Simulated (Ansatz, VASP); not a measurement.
## Yb: VASP beside Ansatz

File INCAR:

```
PREC = Accurate ; ENCUT = 520
EDIFF = 1E-6 ; ISMEAR = -1
SIGMA = 0.05 ; LREAL = False
LASPH = True ; NELM = 150
ALGO = Normal ; ISIF = 2
LWAVE = False ; LCHARG = False
ISPIN = 2 ; MAGMOM = 1
LORBIT = 11 ; LMAXMIX = 6
GGA = CA ; NBANDS = 22
```

File KPOINTS:

```
Automatic mesh
0
Gamma
  8 8 8
```

POSCAR

```
Yb
1.0
    0.0000000000      2.7060265364      2.7060265364
    2.7060265364      0.0000000000      2.7060265364
    2.7060265364      2.7060265364      0.0000000000
Yb
1
Direct
    0.0000000000      0.0000000000      0.0000000000
```

The input input.yaml:

```yaml
crystal:
  lattice:
    - [0.0, 2.7060265364, 2.7060265364]
    - [2.7060265364, 0.0, 2.7060265364]
    - [2.7060265364, 2.7060265364, 0.0]
  atoms:
    - { symbol: Yb, position: [0.0, 0.0, 0.0], spin: 1.0 }
kpoints:
  mp_grid: { grid: [8, 8, 8] }
scf:
  occupations: { method: fermi_dirac, width: 0.05 }
hamiltonian:
  xc: lda
  pseudopotentials: { kind: all_electron, lapw: { basis_error: 0.001 } }
magnetization:
  spin_polarized: true
output:
  forces: true
  stress: true
  eigenvalues: true
```

Change from the starting cell: volume scaled by 0.96.

Alike in both runs: task single point; functional LDA; k mesh 8 × 8 × 8; occupations fermi-dirac, width 0.05 eV; collinear spin.

|  | VASP | Ansatz |
| --- | --- | --- |
| version | VASP 6.6.1 | Ansatz 0.2.0 |
| potentials or method | VASP PAW PBE potentials, release 64 (Yb), cutoff 520 eV | all-electron LAPW, scalar-relativistic |

```csv
,VASP,Ansatz,Ansatz less VASP
gap on the k mesh at the Fermi level (eV),none,none,-
pressure (GPa),-6.2,-4.2,+2.04
net moment per atom (μB),0.00,0.00,-0.001
```

VASP's potentials were made for PBE, not for LDA. LDA's correlation is that of Perdew and Zunger in VASP and of Perdew and Wang (1992) in Ansatz. A gap of «none» marks a metal or a gap that the smearing closes. Ansatz ran all-electron here, and VASP with PAW potentials.

Spin-orbit coupling is off throughout. Noted on Ansatz's run: the open f shell may have settled in a state that isn't the lowest.
